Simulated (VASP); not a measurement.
A run of VASP 6.6.1 is set up as follows.

INCAR

```
SYSTEM = Li
PREC = Accurate ; ENCUT = 520
EDIFF = 1E-6 ; ISMEAR = -1
SIGMA = 0.1 ; LREAL = Auto
LASPH = .TRUE. ; NELM = 80
ALGO = Normal ; ISIF = 2
LWAVE = .FALSE. ; LCHARG = .FALSE.
GGA = PE ; NBANDS = 48
```

Contents of KPOINTS:

```
regular mesh
0
G
  2 2 1
  0 0 0
```

File POSCAR:

```
Li
1.0
    6.9800000000      0.0000000000      0.0000000000
    3.4900000000      4.9356050000      0.0000000000
    0.0000000000      0.0000000000     20.8712110000
Li
21
Direct
    0.0000000000      0.0000000000      0.0479128882
    0.5000000000      0.0000000000      0.0479128882
    0.0000002533      0.4999994935      0.0479128882
    0.5000002533      0.4999994935      0.0479128882
   -0.2203748777      0.4446466036      0.1461965959
    0.1992392411      0.5778825494      0.1511699537
   -0.2719392361      1.0113856356      0.1489420044
    0.2641002439      1.0226304577      0.1670482848
    0.0006737925     -0.0228948629      0.2572634621
    0.5830072624     -0.0724328628      0.2803431004
    0.0149797847      0.4798398575      0.2677468020
    0.5110350038      0.5264400210      0.2660554771
   -0.2781279351      0.4853103115      0.3811566085
    0.2803351514      0.5667795539      0.3819902928
   -0.1781992245      0.9647652112      0.3779512363
    0.1919843211      1.1158307847      0.3705151560
    0.0063547321      0.0539954068      0.5050880852
    0.5098401144      0.0104343844      0.4643573389
    0.0176193274      0.5264805429      0.4908148358
    0.4608403532      0.5098665716      0.5041969055
    0.3217385866      0.1304196750      0.5961896509
```

Potentials or basis: VASP PAW PBE potentials, release 64 (Li_sv).

Launch:

```bash
$ cat potpaw_PBE.64/Li_sv/POTCAR > POTCAR
$ mpirun -np 1 vasp_std > vasp.out
```

Task: What does it give for the largest force?

Result: 0.435 eV/Å.

Forces in eV/Å, atoms in the order of the input:
```
Li   0.078  0.000 -0.070
Li  -0.079 -0.013 -0.110
Li   0.008  0.000 -0.193
Li  -0.043  0.006 -0.119
Li   0.014  0.257  0.334
Li   0.128 -0.190  0.149
Li  -0.207  0.054  0.271
Li   0.167 -0.108 -0.178
Li   0.048  0.118  0.160
Li  -0.140  0.396 -0.112
Li   0.171 -0.168 -0.087
Li  -0.204 -0.270 -0.235
Li   0.138  0.261  0.199
Li  -0.098 -0.173 -0.150
Li  -0.068  0.059  0.081
Li   0.088 -0.175 -0.038
Li  -0.096 -0.008 -0.096
Li  -0.132 -0.084  0.125
Li  -0.090  0.077 -0.001
Li   0.234  0.020  0.184
Li   0.084 -0.057 -0.114
```

Caveat: the k points lie up to 0.64 Å⁻¹ apart.
